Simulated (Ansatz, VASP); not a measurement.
**EuS: VASP beside Ansatz**

```
Eu S
1.0
     0.00000    2.97850    2.97850
     2.97850    0.00000    2.97850
     2.97850    2.97850    0.00000
Eu S
1 1
Cartesian
  2.9785 2.9785 2.9785
  0.0000 0.0000 0.0000
```

Alike in both runs: task relaxation of cell and atoms; functional PBE; k mesh 8 × 8 × 8; occupations gaussian, width 0.02 eV; collinear spin; Hubbard terms Eu f U = 6.0 eV.

|  | VASP | Ansatz |
| --- | --- | --- |
| version | VASP 6.6.1 | Ansatz 0.2.0 |
| potentials or method | VASP PAW PBE potentials, release 64 (Eu, S), cutoff 600 eV | scalar-relativistic, plane waves, PAW |
| valence electrons in the cell | 23 | 23 |

```tsv
	VASP	Ansatz	Ansatz less VASP
gap on the k mesh at the Fermi level, each at its own relaxed structure (eV)	0.53	0.78	+0.251
net moment per atom (μB)	3.50	3.50	0.000
size of the moment on the site where the two differ most (μB)	6.72	6.87	+0.146
relaxed volume (Å³/atom)	26.96	26.82	-0.146
relaxed cell length with the largest relative difference (Å)	4.241	4.233	-0.0077
```

Site moments also hang on the region over which each program counts them. The programs project onto different local orbitals, so the same U acts differently, and such runs can settle in different states.

Neither program's run includes spin-orbit coupling.
